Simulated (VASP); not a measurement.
# Ti12B in VASP: further runs

Runs on Ti12B. Level: LDA. Tasks: single point.

All numbers are computed with VASP 6.6.1; they aren't measurements. Logs are shortened: lines on timing, memory, paths and dates and some standing lists are left out, and cuts for length are marked.

**1. The cell of the first run**

The cell holds a slab with vacuum, 13 atoms: a = 5.658 Å, b = 5.658 Å, c = 19.883 Å, α = 90.00°, β = 90.00°, γ = 120.00°.

**2. Single point, LDA**

File INCAR:

```
PREC = Accurate
ENCUT = 520
EDIFF = 1E-7
ISMEAR = 0
SIGMA = 0.1
LREAL = F
LASPH = T
NELM = 60
ALGO = Normal
ISIF = 2
LWAVE = F
LCHARG = F
LDIPOL = T
IDIPOL = 3
DIPOL = 0.5 0.5 0.327
GGA = CA
NBANDS = 86
```

File KPOINTS:

```
regular mesh
0
Gamma
  6 6 1
```

File POSCAR:

```
Ti12B
1.0
    5.6584013780      0.0000000000      0.0000000000
   -2.8292006890      4.9003193382      0.0000000000
    0.0000000000      0.0000000000     19.8826493670
Ti B
12 1
Direct
    0.3333333333      0.1666666667      0.2011804326
    0.3333333333      0.6666666667      0.2011804326
    0.8333333333      0.1666666667      0.2011804326
    0.8333333333      0.6666666667      0.2011804326
    0.1666666667      0.3333333333      0.3113966117
    0.1666666667      0.8333333333      0.3113966117
    0.6666666667      0.3333333333      0.3113966117
    0.6666666667      0.8333333333      0.3113966117
    0.0000000000      0.0000000000      0.4216062564
    0.0000000000      0.5000000000      0.4216062564
    0.5000000000      0.0000000000      0.4216062564
    0.5000000000      0.5000000000      0.4216062564
    0.0000000000      0.0000000000      0.5179927756
```

Potentials or basis: VASP PAW LDA potentials, release 64 (Ti_sv, B).

Started as:

```console
$ cat potpaw_LDA.64/Ti_sv/POTCAR potpaw_LDA.64/B/POTCAR > POTCAR
$ mpirun -np 1 vasp_std > vasp.out
```

OUTCAR:

```text
PREC = Accurate
   ENCUT = 520
   EDIFF = 1E-7
   ISMEAR = 0
   LREAL = F
   LASPH = T
   NELM = 60
   ISIF = 2
   GGA = CA

 ion  position               nearest neighbor table
   1  0.333  0.167  0.201-   5 2.73   7 2.73   6 2.73   3 2.83   3 2.83   2 2.83   2 2.83   4 2.83
                             4 2.83
   2  0.333  0.667  0.201-   6 2.73   8 2.73   5 2.73   4 2.83   4 2.83   3 2.83   1 2.83   1 2.83
                             3 2.83
   3  0.833  0.167  0.201-   7 2.73   5 2.73   8 2.73   1 2.83   1 2.83   2 2.83   4 2.83   4 2.83
                             2 2.83
   4  0.833  0.667  0.201-   8 2.73   6 2.73   7 2.73   2 2.83   2 2.83   1 2.83   3 2.83   3 2.83
                             1 2.83
   5  0.167  0.333  0.311-  12 2.73   9 2.73  10 2.73   1 2.73   3 2.73   2 2.73   7 2.83   7 2.83
                             6 2.83   6 2.83   8 2.83   8 2.83
   6  0.167  0.833  0.311-  11 2.73  10 2.73   9 2.73   2 2.73   4 2.73   1 2.73   8 2.83   8 2.83
                             7 2.83   5 2.83   5 2.83   7 2.83
   7  0.667  0.333  0.311-  10 2.73  11 2.73  12 2.73   3 2.73   1 2.73   4 2.73   5 2.83   5 2.83
                             6 2.83   8 2.83   8 2.83   6 2.83
   8  0.667  0.833  0.311-   9 2.73  12 2.73  11 2.73   4 2.73   2 2.73   3 2.73   6 2.83   6 2.83
                             5 2.83   7 2.83   7 2.83   5 2.83
   9  0.000  0.000  0.422-  13 1.92   8 2.73   5 2.73   6 2.73  11 2.83  11 2.83  10 2.83  10 2.83
                            12 2.83  12 2.83
  10  0.000  0.500  0.422-   7 2.73   6 2.73   5 2.73  12 2.83  12 2.83   9 2.83   9 2.83  11 2.83
                            11 2.83
  11  0.500  0.000  0.422-   6 2.73   7 2.73   8 2.73   9 2.83   9 2.83  12 2.83  12 2.83  10 2.83
                            10 2.83
  12  0.500  0.500  0.422-   5 2.73   8 2.73   7 2.73  10 2.83  10 2.83  11 2.83  11 2.83   9 2.83
                             9 2.83
  13  0.000  0.000  0.518-   9 1.92

  LATTYP: Found a hexagonal cell.
 ALAT       =     5.6584013780
 C/A-ratio  =     3.5138280300

  Lattice vectors:

 A1 = (   5.6584013780,   0.0000000000,   0.0000000000)
 A2 = (  -2.8292006890,   4.9003193382,   0.0000000000)
 A3 = (   0.0000000000,   0.0000000000,  19.8826493670)

Analysis of symmetry for initial positions (statically):
=====================================================================
 Subroutine PRICEL returns:
 Original cell was already a primitive cell.

 Routine SETGRP: Setting up the symmetry group for a
 hexagonal supercell.

 Subroutine GETGRP returns: Found  6 space group operations
 (whereof  6 operations were pure point group operations)
 out of a pool of 24 trial point group operations.

The static configuration has the point symmetry C_3v.

Analysis of symmetry for dynamics (positions and initial velocities):
=====================================================================
 Subroutine PRICEL returns:
 Original cell was already a primitive cell.

 Routine SETGRP: Setting up the symmetry group for a
 hexagonal supercell.

 Subroutine GETGRP returns: Found  6 space group operations
 (whereof  6 operations were pure point group operations)
 out of a pool of 24 trial point group operations.

The dynamic configuration has the point symmetry C_3v.

 Subroutine INISYM returns: Found  6 space group operations
 (whereof  6 operations are pure point group operations),
 and found     1 'primitive' translations

----------------------------------------------------------------------------------------

                                     Primitive cell

  volume of cell :     551.3056

  direct lattice vectors                    reciprocal lattice vectors
     5.658401378  0.000000000  0.000000000     0.176728361  0.102034167  0.000000000
    -2.829200689  4.900319338  0.000000000     0.000000000  0.204068333  0.000000000
     0.000000000  0.000000000 19.882649367     0.000000000  0.000000000  0.050295108

  length of vectors
     5.658401378  5.658401378 19.882649367     0.204068333  0.204068333  0.050295108

  position of ions in fractional coordinates (direct lattice)
     0.333333333  0.166666667  0.201180433
     0.333333333  0.666666667  0.201180433
     0.833333333  0.166666667  0.201180433
     0.833333333  0.666666667  0.201180433
     0.166666667  0.333333333  0.311396612
     0.166666667  0.833333333  0.311396612
     0.666666667  0.333333333  0.311396612
     0.666666667  0.833333333  0.311396612
     0.000000000  0.000000000  0.421606256
[... 43 lines left out ...]
 ===========================================

 Found      7 irreducible k-points:

 Following reciprocal coordinates:
            Coordinates               Weight
  0.000000  0.000000  0.000000      1.000000
  0.166667 -0.000000  0.000000      6.000000
  0.333333 -0.000000  0.000000      6.000000
  0.500000 -0.000000  0.000000      3.000000
  0.166667  0.166667  0.000000      6.000000
  0.333333  0.166667  0.000000     12.000000
  0.333333  0.333333  0.000000      2.000000
   k-points           NKPTS =      7   k-points in BZ     NKDIM =      7   number of bands    NBANDS=     86
   number of dos      NEDOS =    301   number of ions     NIONS =     13
   total plane-waves  NPLWV = 264600
   dimension x,y,z NGX =    42 NGY =   42 NGZ =  150
   dimension x,y,z NGXF=    84 NGYF=   84 NGZF=  300
   ions per type =              12   1
   NGX,Y,Z   is equivalent  to a cutoff of  12.34, 12.34, 12.54 a.u.
   NGXF,Y,Z  is equivalent  to a cutoff of  24.68, 24.68, 25.08 a.u.
 SYSTEM =  unknown system
   PREC   = accura    normal or accurate (medium, high low for compatibility)
   ISTART =      0    job   : 0-new  1-cont  2-samecut
   ICHARG =      2    charge: 1-file 2-atom 10-const
   ISPIN  =      1    spin polarized calculation?
   LNONCOLLINEAR =      F non collinear calculations
   LSORBIT =      F    spin-orbit coupling
   LASPH  =      T    aspherical Exc in radial PAW
   ENCUT  =  520.0 eV  38.22 Ry    6.18 a.u.  10.52 10.52 36.97*2*pi/ulx,y,z
   NELM   =     60;   NELMIN=  2; NELMDL= -5     # of ELM steps
   EDIFF  = 0.1E-06   stopping-criterion for ELM
   LREAL  =      F    real-space projection
   EDIFFG = 0.1E-05   stopping-criterion for IOM
   NSW    =      0    number of steps for IOM
   IBRION =     -1    ionic relax: 0-MD 1-quasi-New 2-CG
   NFREE  =      0    steps in history (QN), initial steepest desc. (CG)
   ISIF   =      2    stress and relaxation
   ISYM   =      2    0-nonsym 1-usesym 2-fastsym
   POTIM  = 0.5000    time-step for ionic-motion
   TEBEG  =    0.0;   TEEND  =   0.0 temperature during run
   PSTRESS=    0.0 pullay stress
   NELECT =     147.0000    total number of electrons
   NUPDOWN=      -1.0000    fix difference up-down
   EMIN   =  10.00;   EMAX   =-10.00  energy-range for DOS
   EFERMI =   0.00;   METHOD = LEGACY
   ISMEAR =     0;   SIGMA  =   0.10  broadening in eV -4-tet -1-fermi 0-gaus
   EFERMI_NEDOS =   21; number of points for ismear=-14 and -15
   IALGO  =     38    algorithm
   IMIX   =      4    mixing-type and parameters
     AMIX     =   0.40;   BMIX     =  1.00
     AMIX_MAG =   1.60;   BMIX_MAG =  1.00
  volume/ion in A,a.u.               =      42.41       286.18
  Fermi-wavevector in a.u.,A,eV,Ry     =   1.053699  1.991202 15.106292  1.110281
  Thomas-Fermi vector in A             =   2.188831
   LORBIT       =      0    0 simple, 1 ext, 2 COOP (PROOUT), +10 PAW based schemes
   GGA     = CA    functional components
   LHFCALC =     F    Hartree Fock is set to
   AEXX    =    0.0000 exact exchange contribution
   IVDW    =     0    specifies the selected vdW correction
   LEPSILON=     F    determine dielectric tensor
   LRPA    =     F    only Hartree local field effects (RPA)
 non-spin polarized calculation
 Gauss-broadening in eV      SIGMA  =   0.10
  energy-cutoff  :      520.00
  volume of cell :      551.31
 maximum number of plane-waves:     14904
   NGX = 21   NGY = 21   NGZ = 73

 dipolmoment           0.000000      0.000000     -0.007880 electrons x Angstroem

 number of electron     147.0000002 magnetization

 dipolmoment           0.000000      0.000000      0.033040 electrons x Angstroem

 Free energy of the ion-electron system (eV)
  ---------------------------------------------------
  ext. energy  EPLUGINS =         0.00000000
  ---------------------------------------------------
  free energy    TOTEN  =       -99.15131992 eV

  energy without entropy =      -99.02421093  energy(sigma->0) =      -99.08776542

 E-fermi :   0.1841     XC(G=0):  -5.4860

 val. band max:        0.1798984774   @ k =   0.5000  -0.0000   0.0000
 cond. band min:       0.1853482557   @ k =   0.3333   0.1667   0.0000
 fundamental gap:      0.0054497782
 Fermi energy:         0.1841328399

 k-point     1 :       0.0000    0.0000    0.0000
  band No.  band energies     occupation
      1     -55.9318      2.00000
      2     -55.8319      2.00000
      3     -55.8319      2.00000
      4     -55.8312      2.00000
      5     -55.7075      2.00000
      6     -55.7075      2.00000
[... 605 lines left out ...]
     84       1.0475      0.00000
     85       1.0953      0.00000
 [bands above 85 left out]

------------------------ aborting loop because EDIFF is reached ----------------------------------------

 vacuum level on the upper side and lower side of the slab       (xc-potential included)        -0.012        -0.238

  FORCE on cell =-STRESS in cart. coord.  units (eV):
  Direction    XX          YY          ZZ          XY          YZ          ZX
  --------------------------------------------------------------------------------------
  -------------------------------------------------------------------------------------
  Total       -3.2127784     -3.2127784      1.3761373     -0.0000000      0.0000000     -0.0000000
  in kB       -9.3368196     -9.3368196      3.9992631     -0.0000000      0.0000000     -0.0000000
  external PRESSURE =      -4.8914587 kB  Pullay stress =       0.0000000 kB

 VOLUME and BASIS-vectors are now :
 -----------------------------------------------------------------------------
  energy-cutoff  :      520.00
  volume of cell :      551.31
      direct lattice vectors                 reciprocal lattice vectors
     5.658401378  0.000000000  0.000000000     0.176728361  0.102034167  0.000000000
    -2.829200689  4.900319338  0.000000000     0.000000000  0.204068333  0.000000000
     0.000000000  0.000000000 19.882649367     0.000000000  0.000000000  0.050295108

 POSITION                                       TOTAL-FORCE (eV/Angst)
 -----------------------------------------------------------------------------------
      1.41460      0.81672      4.00000         0.019761      0.011409      0.062176
     -0.00000      3.26688      4.00000         0.000000     -0.000000      0.036112
      4.24380      0.81672      4.00000        -0.019761      0.011409      0.062176
      2.82920      3.26688      4.00000         0.000000     -0.022818      0.062176
      0.00000      1.63344      6.19139        -0.000000      0.107143     -0.291277
     -1.41460      4.08360      6.19139         0.092789     -0.053572     -0.291277
      2.82920      1.63344      6.19139         0.000000     -0.000000     -0.184248
      1.41460      4.08360      6.19139        -0.092789     -0.053572     -0.291277
      0.00000      0.00000      8.38265        -0.000000     -0.000000     -2.159042
     -1.41460      2.45016      8.38265         0.078340      0.045230      0.981376
      2.82920      0.00000      8.38265         0.000000     -0.090459      0.981376
      1.41460      2.45016      8.38265        -0.078340      0.045230      0.981376
      0.00000      0.00000     10.29907         0.000000     -0.000000      0.050354
 -----------------------------------------------------------------------------------
    total drift:                               -0.000000     -0.000000      0.005259

  FREE ENERGIE OF THE ION-ELECTRON SYSTEM (eV)
  ---------------------------------------------------
  free  energy   TOTEN  =       -99.1513199165 eV

  energy  without entropy=      -99.0242109250  energy(sigma->0) =      -99.08776542

 vacuum level on the upper side and lower side of the slab         5.112         4.880
```

It took 18 min on 1 thread of Intel Xeon 6975P-C (Granite Rapids), shared host; peak memory 0.59 GiB.

What came out:

* Free energy: -99.1513 eV
* Largest force: 2.159 eV/Å
* Band gap on the k mesh: zero (an odd number of electrons rules out a gap without spin polarisation)

Forces on the atoms (eV/Å):
```
Ti   0.020  0.011  0.062
Ti   0.000  0.000  0.036
Ti  -0.020  0.011  0.062
Ti   0.000 -0.023  0.062
Ti   0.000  0.107 -0.291
Ti   0.093 -0.054 -0.291
Ti   0.000  0.000 -0.184
Ti  -0.093 -0.054 -0.291
Ti   0.000  0.000 -2.159
Ti   0.078  0.045  0.981
Ti   0.000 -0.090  0.981
Ti  -0.078  0.045  0.981
B    0.000  0.000  0.050
```

**3. Single point, LDA**

File INCAR:

```
SYSTEM = Ti12B
ALGO = Normal ; DIPOL = 0.5 0.5 0.325
EDIFF = 1E-6 ; ENCUT = 520
GGA = CA ; IDIPOL = 3
ISIF = 2 ; ISMEAR = 0
LASPH = .True. ; LCHARG = .False.
LDIPOL = .True. ; LREAL = .False.
LWAVE = .False. ; NBANDS = 86
NELM = 80 ; PREC = Accurate
SIGMA = 0.1
```

File KPOINTS:

```
k-points
0
Gamma
  6 6 1
  0 0 0
```

Changes to POSCAR since step 2:

```diff
@@ -20,2 +20,2 @@
     0.5000000000      0.5000000000      0.4216062564
-    0.0000000000      0.0000000000      0.5179927756
+    0.1666666667      0.3333333333      0.4878317964
```

Potentials or basis: VASP PAW LDA potentials, release 64 (Ti_sv, B).

Started as:

```console
$ cat potpaw_LDA.64/Ti_sv/POTCAR potpaw_LDA.64/B/POTCAR > POTCAR
$ mpirun -np 1 vasp_std > vasp.out
```

Run time: 11 min. Hardware: 1 thread of Intel Xeon 6975P-C (Granite Rapids), shared host; peak memory 0.58 GiB.

It converged, with:

| Item | Value |
| --- | --- |
| Free energy | -100.9794 eV |
| Largest force | 0.999 eV/Å |
| Band gap on the k mesh | zero (an odd number of electrons rules out a gap without spin polarisation) |

Forces in eV/Å, atoms in the order of the input:
```
Ti  -0.088  0.051  0.104
Ti   0.000 -0.101  0.104
Ti   0.088  0.051  0.104
Ti   0.000  0.000  0.113
Ti   0.000  0.000 -0.849
Ti   0.094  0.054 -0.255
Ti   0.000 -0.109 -0.255
Ti  -0.094  0.054 -0.255
Ti   0.000 -0.253  0.065
Ti  -0.219  0.126  0.065
Ti   0.000  0.000  0.999
Ti   0.219  0.126  0.065
B    0.000  0.000 -0.002
```

Levels at points of the mesh, in eV from the Fermi level:
| k point | band 70 | band 71 | band 72 | band 73 | band 74 | band 75 | band 76 | band 77 |
| --- | --- | --- | --- | --- | --- | --- | --- | --- |
| (0.00, 0.00, 0.00) | -0.14 | -0.08 | 0.45 | 0.45 | 0.59 | 0.72 | 0.72 | 0.81 |
| (0.50, 0.00, 0.00) | -0.43 | -0.42 | -0.36 | -0.26 | -0.19 | -0.02 | -0.01 | 0.00 |

**4. Single point, LDA**

File INCAR:

```
SYSTEM = Ti12B
  PREC = Accurate
  ENCUT = 520
  EDIFF = 1E-6
  ISMEAR = 0
  SIGMA = 0.1
  LREAL = .FALSE.
  LASPH = .TRUE.
  NELM = 60
  ALGO = Normal
  ISIF = 2
  LWAVE = .FALSE.
  LCHARG = .FALSE.
  LDIPOL = .TRUE.
  IDIPOL = 3
  DIPOL = 0.5 0.5 0.325
  GGA = CA
  NBANDS = 86
```

File KPOINTS:

```
Automatic mesh
0
G
  6 6 1
  0 0 0
```

Changes to POSCAR since step 3:

```diff
@@ -20,2 +20,2 @@
     0.5000000000      0.5000000000      0.4216062564
-    0.1666666667      0.3333333333      0.4878317964
+    0.3333333333      0.1666666667      0.4874753742
```

Started as:

```console
$ cat potpaw_LDA.64/Ti_sv/POTCAR potpaw_LDA.64/B/POTCAR > POTCAR
$ mpirun -np 1 vasp_std > vasp.out
```

Run time: 10 min. Hardware: 1 thread of Intel Xeon 6975P-C (Granite Rapids), shared host; peak memory 0.58 GiB.

The run converged. Its results:

| Item | Value |
| --- | --- |
| Free energy | -100.8967 eV |
| Largest force | 0.881 eV/Å |
| Band gap on the k mesh | zero (an odd number of electrons rules out a gap without spin polarisation) |

Forces in eV/Å, atoms in the order of the input:
```
Ti   0.000  0.000 -0.027
Ti  -0.085 -0.049  0.050
Ti   0.000  0.098  0.050
Ti   0.085 -0.049  0.050
Ti  -0.241  0.139 -0.231
Ti   0.000 -0.278 -0.231
Ti   0.241  0.139 -0.231
Ti   0.000  0.000 -0.702
Ti   0.047  0.027  0.123
Ti   0.000  0.000  0.881
Ti  -0.047  0.027  0.123
Ti   0.000 -0.055  0.123
B    0.000  0.000  0.023
```

Levels at points of the mesh, in eV from the Fermi level:
```csv
k point,band 68,band 69,band 70,band 71,band 72,band 73,band 74,band 75,band 76,band 77
"(0.00, 0.00, 0.00)",-0.12,-0.09,-0.09,0.22,0.54,0.60,0.60,0.71,0.71,0.77
"(0.50, 0.00, 0.00)",-0.67,-0.47,-0.43,-0.42,-0.35,-0.28,-0.23,-0.09,-0.01,0.03
```

**5. Summary**

| cell | gap on the mesh (eV) | largest force (eV/Å) |
| --- | --- | --- |
| as given, atomic positions A | none | 2.16 |
| as given, atomic positions B | none | 1.00 |
| as given, atomic positions C | none | 0.88 |

Alike in all rows: task single point; level LDA; potentials or basis VASP PAW LDA potentials, release 64 (Ti_sv, B); no spin polarisation; k mesh 6 × 6 × 1; cutoff (eV) 520; smearing gaussian 0.1 eV.

Total energies depend on the potentials used, so only differences within one code and one set of settings carry meaning.
